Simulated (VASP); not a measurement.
TePb, 4 atoms in the cell. It takes space group P6_3/mmc (No. 194, hexagonal). The conventional cell has a = 5.498 Å, b = 5.498 Å, c = 6.575 Å, α = 90.00°, β = 90.00°, γ = 120.00°. Within 4.2 Å of Pb (site symmetry -6m2) lie 5 Te at 3.17 to 3.29 Å. Within 4.2 Å of Te (site symmetry -6m2) lie 5 Pb at 3.17 to 3.29 Å. 

* Program: VASP 6.6.1
* Task: single point
* Functional: PBE
* Potentials or basis: VASP PAW PBE potentials, release 64 (Pb_d, Te)
* Cutoff: 520 eV
* k mesh: 6 × 6 × 2
* Occupations: gaussian, width 0.01 eV
* Spin: no spin polarisation
* Dipole correction: no
* Further INCAR settings: ALGO = Normal; EDIFF = 1e-06; NBANDS = 28

Potentials or basis: VASP PAW PBE potentials, release 64 (Pb_d, Te).

The run is started by

```bash
$ cat potpaw_PBE.64/Pb_d/POTCAR potpaw_PBE.64/Te/POTCAR > POTCAR
$ mpirun -np 1 vasp_std > vasp.out
```

Hardware: 1 thread of Intel(R) Xeon(R) 6975P-C (Granite Rapids), with other jobs on the host.

Problem. How long does it take, and how much memory?

Solution. Wall time 31 s on 1 thread of Intel(R) Xeon(R) 6975P-C (Granite Rapids), on a shared host, peak memory 0.3 GiB. Counts: scf iterations 14, k points 14.
